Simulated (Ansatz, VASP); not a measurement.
TlPtN: VASP beside Ansatz

```xyz
3
Lattice="3.8410 0.0000 0.0000 0.0000 3.8410 0.0000 0.0000 0.0000 3.8961" Properties=species:S:1:pos:R:3 pbc="T T T"
Tl    0.0000    0.0000    0.0000
Pt    1.9205    1.9205    1.9481
N     1.9205    1.9205    0.0000
```

Change from the starting cell: species swapped into the YCoC type (P4/mmm, No. 123).

Alike in both runs: task single point; functional PBE; k mesh 4 × 4 × 4; occupations gaussian, width 0.1 eV; collinear spin.

```csv
,VASP,Ansatz
version,VASP 6.6.1,Ansatz 0.2.0
potentials or method,"VASP PAW PBE potentials, release 64 (Tl_d, Pt, N), cutoff 520 eV","scalar-relativistic, plane waves, PAW"
valence electrons in the cell,28,36
```

Ansatz gave:

* gap on the k mesh at the Fermi level (eV): none
* pressure (GPa): -1.2
* traceless stress, the component that is largest in VASP (GPa): -14.11
* net moment per atom (μB): 0.17
* size of the moment on the site where the two differ most (μB): 0.22

Problem. Estimate VASP's values.

Solution. gap on the k mesh at the Fermi level (eV): none; pressure (GPa): -1.6; traceless stress, the component that is largest in VASP (GPa): -13.28; net moment per atom (μB): 0.00; size of the moment on the site where the two differ most (μB): 0.00.

The net moments are unlike, so the other rows may belong to different states. Site moments also hang on the region over which each program counts them. A gap of «none» marks a metal or a gap that the smearing closes. VASP's potentials hold 28 valence electrons a cell and Ansatz's 36, so a difference there can come from the potentials and not from the codes.

The k mesh is coarse, so the values compare programs but aren't converged. Neither program's run includes spin-orbit coupling.
